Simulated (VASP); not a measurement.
# Ge: single point with r2SCAN

The system is Ge.

```
Ge
1.0
     5.67501    0.00000    0.00000
     0.00000   -5.67501    0.00000
     0.00000    0.00000   -5.67501
Ge
8
Direct
  0.50000 0.00000 0.00000
  0.00000 0.50000 0.00000
  0.00000 0.00000 0.50000
  0.50000 0.50000 0.50000
  0.75000 0.75000 0.75000
  0.25000 0.25000 0.75000
  0.25000 0.75000 0.25000
  0.75000 0.25000 0.25000
```

```yaml
Program: VASP 6.6.1
Task: single point
Functional: r2SCAN
Potentials_or_basis: VASP PAW PBE potentials, release 64 (Ge_d)
Cutoff: 520 eV
k_mesh: 6 × 6 × 6
Occupations: gaussian, width 0.03 eV
Spin: no spin polarisation
Dipole_correction: no
Further_INCAR_settings: ALGO = Normal; EDIFF = 1e-06; NBANDS = 66
```

| Item | Value |
| --- | --- |
| Pressure | 0.0 GPa |
| Band gap on the k mesh | 0.32 eV |

Levels at points of the mesh, in eV from the valence-band top:
```tsv
k point	band 54	band 55	band 56	band 57	band 58	band 59
(0.00, 0.00, 0.00)	0.00	0.00	0.00	0.32	0.98	0.98
(0.50, 0.00, 0.00)	-2.11	-2.11	-2.11	1.22	1.22	3.03
(0.50, 0.50, 0.00)	-1.57	-1.57	-1.57	2.21	2.21	2.21
(0.50, 0.50, 0.50)	-1.47	-1.47	-1.47	0.41	0.41	0.41
```

It took 7.2 min on 1 thread of Intel(R) Xeon(R) 6975P-C (Granite Rapids), on a shared host, peak memory 0.36 GiB.

Caveat: the PAW data sets were made with another functional, which shifts forces and pressure a little. A k mesh can miss the band edges.
